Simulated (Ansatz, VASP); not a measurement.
**Au3C in VASP and in Ansatz**

```xyz
4
Lattice="2.9402 0.0000 0.0000 -1.4701 2.5463 0.0000 0.0000 0.0000 21.8975" Properties=species:S:1:pos:R:3 pbc="T T T"
Au    1.4701    0.8488    4.0000
Au    0.0000    1.6975    6.4492
Au    0.0000    0.0000    8.8975
C     3.9203   -2.2634   10.8075
```

Alike in both runs: task single point; functional PBE; k mesh 9 × 9 × 1; occupations gaussian, width 0.1 eV; no spin polarisation.

|  | VASP | Ansatz |
| --- | --- | --- |
| version | VASP 6.6.1 | Ansatz 0.2.0 |
| potentials or method | VASP PAW PBE potentials, release 64 (Au, C), cutoff 520 eV | scalar-relativistic, plane waves, PAW |
| valence electrons in the cell | 37 | 61 |

|  | VASP | Ansatz | Ansatz less VASP |
| --- | --- | --- | --- |
| gap on the k mesh at the Fermi level (eV) | none | none | - |
| rms of the force components (eV/Å) | 0.166 | 0.178 | +0.0128 |

Atom by atom the forces differ by 0.019 eV/Å (rms over components). A gap of «none» marks a metal or a gap that the smearing closes. VASP's potentials hold 37 valence electrons a cell and Ansatz's 61, so a difference there can come from the potentials and not from the codes.

Neither program's run includes spin-orbit coupling.
